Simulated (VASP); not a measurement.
A run of VASP 6.6.1:

Contents of INCAR:

```
SYSTEM = GaSb
PREC = Accurate ; ENCUT = 520
EDIFF = 1E-6 ; ISMEAR = -1
SIGMA = 0.08 ; LREAL = .False.
LASPH = .True. ; NELM = 80
ALGO = Normal ; ISIF = 2
LWAVE = .False. ; LCHARG = .False.
GGA = PS ; NBANDS = 16
```

File KPOINTS:

```
Automatic mesh
0
Gamma
  13 13 13
  0 0 0
```

File POSCAR:

```
GaSb
1.0
    0.0000000000      2.6441960135      2.6441960135
    2.6441960135      0.0000000000      2.6441960135
    2.6441960135      2.6441960135      0.0000000000
Ga Sb
1 1
Direct
    0.0000000000      0.0000000000      0.0000000000
    0.5000000000      0.5000000000      0.5000000000
```

Potentials or basis: VASP PAW PBE potentials, release 64 (Ga_d, Sb).

The run is started by

```console
$ cat potpaw_PBE.64/Ga_d/POTCAR potpaw_PBE.64/Sb/POTCAR > POTCAR
$ mpirun -np 1 vasp_std > vasp.out
```

Hardware: 1 thread of Intel Xeon 8259CL, on a shared host.

How long does it take, and how much memory?

It took 58 s on 1 thread of Intel Xeon 8259CL, on a shared host, peak memory 0.19 GiB. Counts: scf iterations 11, k points 84.
